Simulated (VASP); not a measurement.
# WS2 (P1) in VASP: a series of runs

Runs on WS2. Level: r2SCAN. Tasks: single point.

Everything below comes from runs of VASP 6.6.1. Logs are shortened: lines on timing, memory, paths and dates and some standing lists are left out, and cuts for length are marked.

## Step 1: The cell of the first run

The typed cell holds 3 atoms: a = 6.361 Å, b = 6.361 Å, c = 6.361 Å, α = 29.11°, β = 29.11°, γ = 29.11°.

## Step 2: Single point, r2SCAN

Contents of POSCAR:

```
WS2
1.0
    1.5985959938      0.9229498273      6.0871025276
   -1.5985959938      0.9229498273      6.0871025276
    0.0000000000     -1.8458996547      6.0871025276
W S
1 2
Direct
    0.0008396873     -0.0014285531     -0.0009884035
    0.2296191456      0.2509991566      0.2722177112
    0.7655655974      0.7571932506      0.7334494117
```

Contents of INCAR.step1:

```
SYSTEM = WS2
PREC = Accurate ; ENCUT = 520
ISMEAR = -1 ; SIGMA = 0.026
LREAL = .False. ; LASPH = .True.
NELM = 100 ; NBANDS = 20
GGA = PE ; ALGO = Normal
EDIFF = 1E-4 ; LWAVE = .True.
LCHARG = .False.
```

Contents of INCAR.step2:

```
SYSTEM = WS2
PREC = Accurate ; ENCUT = 520
EDIFF = 1E-6 ; ISMEAR = -1
SIGMA = 0.026 ; LREAL = .False.
LASPH = .True. ; NELM = 100
ALGO = Normal ; ISIF = 2
LWAVE = .False. ; LCHARG = .True.
METAGGA = R2SCAN ; LMIXTAU = .True.
LELF = .True. ; LVHAR = .True.
NBANDS = 20 ; ISTART = 1
```

Contents of KPOINTS:

```
regular mesh
0
Gamma
  6 6 6
  0 0 0
```

Potentials or basis: VASP PAW PBE potentials, release 64 (W_sv, S).

Launch:

```
$ cat potpaw_PBE.64/W_sv/POTCAR potpaw_PBE.64/S/POTCAR > POTCAR
$ cp INCAR.step1 INCAR
$ mpirun -np 1 vasp_std > vasp.out
$ cp INCAR.step2 INCAR
$ mpirun -np 1 vasp_std > vasp.out
```

OUTCAR:

```text
SYSTEM = WS2
   PREC = Accurate
   ENCUT = 520
   EDIFF = 1E-6
   ISMEAR = -1
   LREAL = .False.
   LASPH = .True.
   NELM = 100
   ISIF = 2
   METAGGA = R2SCAN
   ISTART = 1

 ion  position               nearest neighbor table
   1  0.001  0.999  0.999-   2 2.33   2 2.37   3 2.38   2 2.42   3 2.44   3 2.45
   2  0.230  0.251  0.272-   1 2.33   1 2.37   1 2.42
   3  0.766  0.757  0.733-   1 2.38   1 2.44   1 2.45

  LATTYP: Found a trigonal (rhomboedric) cell.
 ALAT       =     6.3608303480
 COS(alpha) =     0.8736777620

  Lattice vectors:

 A1 = (   1.5985959938,   0.9229498273,   6.0871025276)
 A2 = (  -1.5985959938,   0.9229498273,   6.0871025276)
 A3 = (   0.0000000000,  -1.8458996547,   6.0871025276)

Analysis of symmetry for initial positions (statically):
=====================================================================
 Subroutine PRICEL returns:
 Original cell was already a primitive cell.

 Routine SETGRP: Setting up the symmetry group for a
 trigonal (rhombohedral) supercell.

 Subroutine GETGRP returns: Found  1 space group operations
 (whereof  1 operations were pure point group operations)
 out of a pool of 12 trial point group operations.

The static configuration has the point symmetry C_1 .

Analysis of symmetry for dynamics (positions and initial velocities):
=====================================================================
 Subroutine PRICEL returns:
 Original cell was already a primitive cell.

 Routine SETGRP: Setting up the symmetry group for a
 trigonal (rhombohedral) supercell.

 Subroutine GETGRP returns: Found  1 space group operations
 (whereof  1 operations were pure point group operations)
 out of a pool of 12 trial point group operations.

The dynamic configuration has the point symmetry C_1 .

 Subroutine INISYM returns: Found  1 space group operations
 (whereof  1 operations are pure point group operations),
 and found     1 'primitive' translations

----------------------------------------------------------------------------------------

                                     Primitive cell

  volume of cell :      53.8863

  direct lattice vectors                    reciprocal lattice vectors
     1.598595994  0.922949827  6.087102528     0.312774461  0.180580419  0.054760591
    -1.598595994  0.922949827  6.087102528    -0.312774461  0.180580419  0.054760591
     0.000000000 -1.845899655  6.087102528     0.000000000 -0.361160838  0.054760591

  length of vectors
     6.360830348  6.360830348  6.360830348     0.365288754  0.365288754  0.365288754

  position of ions in fractional coordinates (direct lattice)
     0.000839687  0.998571447  0.999011596
     0.229619146  0.250999157  0.272217711
     0.765565597  0.757193251  0.733449412

  ion indices of the primitive-cell ions
   primitive index   ion index
                 1           1
                 2           2
                 3           3

----------------------------------------------------------------------------------------

 KPOINTS: regular mesh

Automatic generation of k-mesh.
 Grid dimensions read from file:
 generate k-points for:    6    6    6

 Generating k-lattice:

  Cartesian coordinates                     Fractional coordinates (reciprocal lattice)
     0.052129077  0.030096737  0.009126765     0.166666667  0.000000000  0.000000000
    -0.052129077  0.030096737  0.009126765     0.000000000  0.166666667  0.000000000
     0.000000000 -0.060193473  0.009126765    -0.000000000 -0.000000000  0.166666667

  Length of vectors
     0.060881459  0.060881459  0.060881459

  Shift w.r.t. Gamma in fractional coordinates (k-lattice)
     0.000000000  0.000000000  0.000000000

 Subroutine IBZKPT returns following result:
 ===========================================

 Found    112 irreducible k-points:

 Following reciprocal coordinates:
            Coordinates               Weight
  0.000000  0.000000  0.000000      1.000000
  0.166667  0.000000  0.000000      2.000000
  0.000000  0.166667  0.000000      2.000000
  0.000000  0.000000  0.166667      2.000000
  0.333333  0.000000 -0.000000      2.000000
  0.000000  0.333333 -0.000000      2.000000
[... 16 lines left out ...]
 -0.166667  0.500000 -0.000000      2.000000
  0.166667  0.000000  0.500000      2.000000
 [... further k-points ...]
   k-points           NKPTS =    112   k-points in BZ     NKDIM =    112   number of bands    NBANDS=     20
   number of dos      NEDOS =    301   number of ions     NIONS =      3
   total plane-waves  NPLWV = 110592
   dimension x,y,z NGX =    48 NGY =   48 NGZ =   48
   dimension x,y,z NGXF=    96 NGYF=   96 NGZF=   96
   ions per type =               1   2
   NGX,Y,Z   is equivalent  to a cutoff of  12.55, 12.55, 12.55 a.u.
   NGXF,Y,Z  is equivalent  to a cutoff of  25.09, 25.09, 25.09 a.u.
 SYSTEM =  WS2
   PREC   = accura    normal or accurate (medium, high low for compatibility)
   ISTART =      1    job   : 0-new  1-cont  2-samecut
   ICHARG =      0    charge: 1-file 2-atom 10-const
   ISPIN  =      1    spin polarized calculation?
   LNONCOLLINEAR =      F non collinear calculations
   LSORBIT =      F    spin-orbit coupling
   LASPH  =      T    aspherical Exc in radial PAW
   ENCUT  =  520.0 eV  38.22 Ry    6.18 a.u.  11.83 11.83 11.83*2*pi/ulx,y,z
   NELM   =    100;   NELMIN=  2; NELMDL=  0     # of ELM steps
   EDIFF  = 0.1E-05   stopping-criterion for ELM
   LREAL  =      F    real-space projection
   EDIFFG = 0.1E-04   stopping-criterion for IOM
   NSW    =      0    number of steps for IOM
   IBRION =     -1    ionic relax: 0-MD 1-quasi-New 2-CG
   NFREE  =      0    steps in history (QN), initial steepest desc. (CG)
   ISIF   =      2    stress and relaxation
   ISYM   =      2    0-nonsym 1-usesym 2-fastsym
   POTIM  = 0.5000    time-step for ionic-motion
   TEBEG  =    0.0;   TEEND  =   0.0 temperature during run
   PSTRESS=    0.0 pullay stress
   NELECT =      26.0000    total number of electrons
   NUPDOWN=      -1.0000    fix difference up-down
   EMIN   =  10.00;   EMAX   =-10.00  energy-range for DOS
   EFERMI =   0.00;   METHOD = LEGACY
   ISMEAR =    -1;   SIGMA  =   0.03  broadening in eV -4-tet -1-fermi 0-gaus
   EFERMI_NEDOS =   21; number of points for ismear=-14 and -15
   IALGO  =     38    algorithm
   IMIX   =      4    mixing-type and parameters
     AMIX     =   0.40;   BMIX     =  1.00
     AMIX_MAG =   1.60;   BMIX_MAG =  1.00
  volume/ion in A,a.u.               =      17.96       121.21
  Fermi-wavevector in a.u.,A,eV,Ry     =   1.284024  2.426453 22.432156  1.648717
  Thomas-Fermi vector in A             =   2.416242
   LORBIT       =      0    0 simple, 1 ext, 2 COOP (PROOUT), +10 PAW based schemes
   METAGGA = R2SCAN    functional components
   LHFCALC =     F    Hartree Fock is set to
   AEXX    =    0.0000 exact exchange contribution
   IVDW    =     0    specifies the selected vdW correction
   LEPSILON=     F    determine dielectric tensor
   LRPA    =     F    only Hartree local field effects (RPA)
 non-spin polarized calculation
  energy-cutoff  :      520.00
  volume of cell :       53.89
 maximum number of plane-waves:      1468
   NGX = 23   NGY = 23   NGZ = 23

 number of electron      26.0000000 magnetization

 Free energy of the ion-electron system (eV)
  ---------------------------------------------------
  ext. energy  EPLUGINS =         0.00000000
  ---------------------------------------------------
  free energy    TOTEN  =       -69.10581792 eV

  energy without entropy =      -69.10483756  energy(sigma->0) =      -69.10532774

 E-fermi :   7.3315     XC(G=0): -11.5826

 val. band max:        7.3157223838   @ k =   0.3333  -0.3333   0.5000
 cond. band min:       7.3824100058   @ k =  -0.3333   0.5000   0.3333
 fundamental gap:      0.0666876220
 Fermi energy:         7.3315401582

 k-point     1 :       0.0000    0.0000    0.0000
  band No.  band energies     occupation
      1     -69.4676      2.00000
      2     -33.0068      2.00000
      3     -32.9711      2.00000
      4     -32.9607      2.00000
      5      -9.0727      2.00000
      6      -7.0232      2.00000
[... 12 lines left out ...]
     19      13.9779      0.00000
     20      17.0915      0.00000

 k-point     2 :       0.1667    0.0000    0.0000
  band No.  band energies     occupation
      1     -69.4631      2.00000
      2     -33.0598      2.00000
      3     -33.0166      2.00000
      4     -32.9531      2.00000
      5      -8.5947      2.00000
      6      -6.9448      2.00000
[... 12 lines left out ...]
     19      15.1134      0.00000
     20      16.7782      0.00000

 k-point     3 :       0.0000    0.1667    0.0000
  band No.  band energies     occupation
      1     -69.4630      2.00000
      2     -33.0763      2.00000
      3     -33.0013      2.00000
      4     -32.9525      2.00000
      5      -8.5839      2.00000
      6      -6.9616      2.00000
[... 12 lines left out ...]
     19      15.1523      0.00000
     20      16.8066      0.00000

 k-point     4 :       0.0000    0.0000    0.1667
  band No.  band energies     occupation
      1     -69.4630      2.00000
      2     -33.0929      2.00000
      3     -32.9850      2.00000
      4     -32.9529      2.00000
      5      -8.5687      2.00000
      6      -6.9857      2.00000
[... 12 lines left out ...]
     19      15.2245      0.00000
     20      16.8530      0.00000

 k-point     5 :       0.3333    0.0000   -0.0000
  band No.  band energies     occupation
      1     -69.4541      2.00000
      2     -33.2261      2.00000
      3     -33.0603      2.00000
      4     -32.9209      2.00000
      5      -7.5699      2.00000
      6      -6.6209      2.00000
[... 12 lines left out ...]
     19      14.5075      0.00000
     20      16.3146      0.00000
[... 353 lines left out ...]
      6      -6.3356      2.00000
[... 12 lines left out ...]
     19      15.0141      0.00000
     20      16.1714      0.00000

 k-point    22 :       0.0000    0.5000    0.1667
  band No.  band energies     occupation
      1     -69.4495      2.00000
      2     -33.2759      2.00000
      3     -33.1180      2.00000
      4     -32.9037      2.00000
      5      -6.9843      2.00000
      6      -6.3656      2.00000
[... 12 lines left out ...]
     19      14.9853      0.00000
     20      16.0763      0.00000

 k-point    23 :      -0.1667    0.5000   -0.0000
  band No.  band energies     occupation
      1     -69.4495      2.00000
      2     -33.2930      2.00000
      3     -33.1024      2.00000
      4     -32.9034      2.00000
      5      -7.0061      2.00000
      6      -6.3492      2.00000
[... 12 lines left out ...]
     19      14.9200      0.00000
     20      16.3200      0.00000

 k-point    24 :       0.1667    0.0000    0.5000
  band No.  band energies     occupation
      1     -69.4494      2.00000
      2     -33.3086      2.00000
      3     -33.0887      2.00000
      4     -32.9029      2.00000
      5      -6.9702      2.00000
      6      -6.3949      2.00000
[... 12 lines left out ...]
     19      15.0940      0.00000
     20      16.1613      0.00000

 [... further k-points ...]

------------------------ aborting loop because EDIFF is reached ----------------------------------------

  FORCE on cell =-STRESS in cart. coord.  units (eV):
  Direction    XX          YY          ZZ          XY          YZ          ZX
  --------------------------------------------------------------------------------------
  -------------------------------------------------------------------------------------
  Total        0.7591896      2.3351700      2.0163917     -0.3356578     -1.7537096     -0.6993097
  in kB       22.5726300     69.4305178     59.9524303     -9.9799579    -52.1422286    -20.7922494
  external PRESSURE =      50.6518594 kB  Pullay stress =       0.0000000 kB

 VOLUME and BASIS-vectors are now :
 -----------------------------------------------------------------------------
  energy-cutoff  :      520.00
  volume of cell :       53.89
      direct lattice vectors                 reciprocal lattice vectors
     1.598595994  0.922949827  6.087102528     0.312774461  0.180580419  0.054760591
    -1.598595994  0.922949827  6.087102528    -0.312774461  0.180580419  0.054760591
     0.000000000 -1.845899655  6.087102528     0.000000000 -0.361160838  0.054760591

 POSITION                                       TOTAL-FORCE (eV/Angst)
 -----------------------------------------------------------------------------------
     -1.59497     -0.92167     12.16460        -0.179953     -0.166251      1.041566
     -0.03418     -0.05890      4.58259         0.329025      0.679965     -1.038731
      0.01338      0.05156     13.73377        -0.149072     -0.513714     -0.002836
 -----------------------------------------------------------------------------------
    total drift:                               -0.000005     -0.000004     -0.000136

  FREE ENERGIE OF THE ION-ELECTRON SYSTEM (eV)
  ---------------------------------------------------
  free  energy   TOTEN  =       -69.1058179218 eV

  energy  without entropy=      -69.1048375618  energy(sigma->0) =      -69.10532774
```

Wall time 23 min (1 thread of Intel Xeon Platinum 8259CL at 2.50GHz (Skylake/Cascade Lake), shared host); peak memory 0.41 GiB.

What came out:

* Free energy: -69.1058 eV
* Pressure: 5.1 GPa
* Largest force: 1.284 eV/Å
* Band gap on the k mesh: zero (bands 13 and 14 overlap by 1.38 eV)

Forces in eV/Å, atoms in the order of the input:
```
W   -0.180 -0.166  1.042
S    0.329  0.680 -1.039
S   -0.149 -0.514 -0.003
```

Stress tensor (GPa, compression positive):
```
 2.26 -1.00 -2.08
-1.00  6.94 -5.21
-2.08 -5.21  6.00
```

Caveat: the k points lie up to 0.38 Å⁻¹ apart, too coarse for converged energies and pressures of a metal; the atoms stand as in a frame of molecular dynamics; the PAW data sets were made with another functional, which shifts forces and pressure a little; spin-orbit coupling is left out, which moves the levels of the heavy elements.

## Step 3: Single point, r2SCAN

Contents of POSCAR:

```
WS2
1.0
    1.5985959938      0.9229498273      6.0871025276
   -1.5985959938      0.9229498273      6.0871025276
    0.0000000000     -1.8458996547      6.0871025276
W S
1 2
Direct
    0.0011481990     -0.0013239703     -0.0000207097
    0.2299057077      0.2506495355      0.2653911211
    0.7635104028      0.7569421391      0.7347281352
```

Contents of INCAR.step1:

```
ALGO = Normal
EDIFF = 1E-4
ENCUT = 520
GGA = PE
ISMEAR = -1
LASPH = T
LCHARG = F
LREAL = F
LWAVE = T
NBANDS = 20
NELM = 100
PREC = Accurate
SIGMA = 0.026
```

Contents of INCAR.step2:

```
ALGO = Normal
EDIFF = 1E-7
ENCUT = 520
ISIF = 2
ISMEAR = -1
ISTART = 1
LASPH = T
LCHARG = T
LELF = T
LMIXTAU = T
LREAL = F
LVHAR = T
LWAVE = F
METAGGA = R2SCAN
NBANDS = 20
NELM = 100
PREC = Accurate
SIGMA = 0.026
```

Contents of KPOINTS:

```
k-points
0
Gamma
  6 6 6
```

Potentials or basis: VASP PAW PBE potentials, release 64 (W_sv, S).

Launch:

```
$ cat potpaw_PBE.64/W_sv/POTCAR potpaw_PBE.64/S/POTCAR > POTCAR
$ cp INCAR.step1 INCAR
$ mpirun -np 1 vasp_std > vasp.out
$ cp INCAR.step2 INCAR
$ mpirun -np 1 vasp_std > vasp.out
```

Run time: 25 min. Hardware: 1 thread of Intel Xeon Platinum 8259CL at 2.50GHz (Skylake/Cascade Lake), shared host; peak memory 0.41 GiB.

It converged, with:

```yaml
Free_energy: -69.1465 eV
Pressure: 2.9 GPa
Largest_force: 0.586 eV/Å
Band_gap_on_the_k_mesh: zero (bands 13 and 14 overlap by 1.32 eV)
```

Forces in eV/Å, atoms in the order of the input:
```
W   -0.156  0.003  0.136
S    0.281  0.470 -0.210
S   -0.125 -0.473  0.074
```

Stress tensor (GPa, compression positive):
```
 1.06 -0.80 -1.79
-0.80  4.69 -4.16
-1.79 -4.16  3.03
```

Levels at points of the mesh, in eV from the Fermi level:
```
           k point  band 10  band 11  band 12  band 13  band 14  band 15  band 16  band 17
(0.00, 0.00, 0.00)    -1.97    -1.08    -0.82    -0.65    -0.44    -0.43     3.64     3.90
(0.50, 0.00, 0.00)    -4.68    -3.16    -1.93    -1.83     1.88     2.76     3.99     4.66
(0.00, 0.50, 0.00)    -4.59    -3.28    -1.94    -1.86     1.87     2.75     3.94     4.71
(0.00, 0.00, 0.50)    -4.48    -3.44    -2.02    -1.86     1.86     2.75     3.91     4.76
(0.50, 0.50, 0.00)    -4.38    -3.28    -2.40    -2.13     1.87     2.56     4.37     4.54
(0.50, 0.00, 0.50)    -4.49    -3.26    -2.24    -2.13     1.88     2.54     4.26     4.64
(0.00, 0.50, 0.50)    -4.59    -3.24    -2.18    -2.10     1.88     2.53     4.30     4.61
(0.50, 0.50, 0.50)    -4.24    -0.82    -0.68    -0.55    -0.52     0.13     3.73     4.09
```

Caveat: the k points lie up to 0.38 Å⁻¹ apart, too coarse for converged energies and pressures of a metal; the atoms stand as in a frame of molecular dynamics; the PAW data sets were made with another functional, which shifts forces and pressure a little; spin-orbit coupling is left out, which moves the levels of the heavy elements.

(Continued in part 2 of 3.)

The gap in the log of VASP goes by the Fermi energy; the results here count the filled bands.